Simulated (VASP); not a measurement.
Wanted: the native input for a VASP 6.6.1 run.

| Item | Value |
| --- | --- |
| Task | single point |
| Functional | PBE |
| Potentials or basis | VASP PAW PBE potentials, release 64 (Ba_sv) |
| Cutoff | 520 eV |
| k mesh | 10 × 10 × 10 |
| Occupations | fermi-dirac, width 0.03 eV |
| Spin | non-collinear spin, zero start, spin-orbit coupling |
| Starting moments | [[0.0, 0.0, 0.0]] μB |
| Dipole correction | no |
| Further INCAR settings | ALGO = Normal; EDIFF = 1e-06; NBANDS = 21 |

The structure of Ba lies in POSCAR:

```
Ba
1.0
   -2.5000000000      2.5000000000      2.5000000000
    2.5000000000     -2.5000000000      2.5000000000
    2.5000000000      2.5000000000     -2.5000000000
Ba
1
Direct
    0.0000000000      0.0000000000      0.0000000000
```

One way to write it, as run:

INCAR

```
SYSTEM = Ba
ALGO     = Normal         ! electronic algorithm
EDIFF    = 1E-6           ! SCF threshold, eV
ENCUT    = 520            ! plane-wave cutoff, eV
GGA      = PE             ! functional
GGA_COMPAT= .FALSE.      
ISIF     = 2              ! what is computed and relaxed
ISMEAR   = -1             ! smearing method
LASPH    = .TRUE.         ! aspherical terms in the spheres
LCHARG   = .FALSE.        ! write CHGCAR
LORBIT   = 11             ! projections on sites
LORBMOM  = .TRUE.       
LREAL    = .FALSE.        ! projectors in reciprocal space
LSORBIT  = .TRUE.         ! spin-orbit coupling
LWAVE    = .FALSE.        ! write WAVECAR
MAGMOM   = 0 0 0          ! initial moments
NBANDS   = 21             ! bands
NELM     = 150            ! most SCF steps
PREC     = Accurate       ! precision mode
SIGMA    = 0.03           ! smearing width, eV
```

KPOINTS

```
k-points
0
G
  10 10 10
  0 0 0
```

Potentials or basis: VASP PAW PBE potentials, release 64 (Ba_sv).

Command:

```console
$ cat potpaw_PBE.64/Ba_sv/POTCAR > POTCAR
$ mpirun -np 1 vasp_ncl > vasp.out
```

It gave:

- Pressure: 0.1 GPa
- Net moment: 0.00 μB per cell
- Valence electrons inside the program's atomic spheres: Ba 7.89

Run time: 83 s on 1 thread of Oxide Virtual Turin-like Processor, on a shared host, peak memory 0.32 GiB.
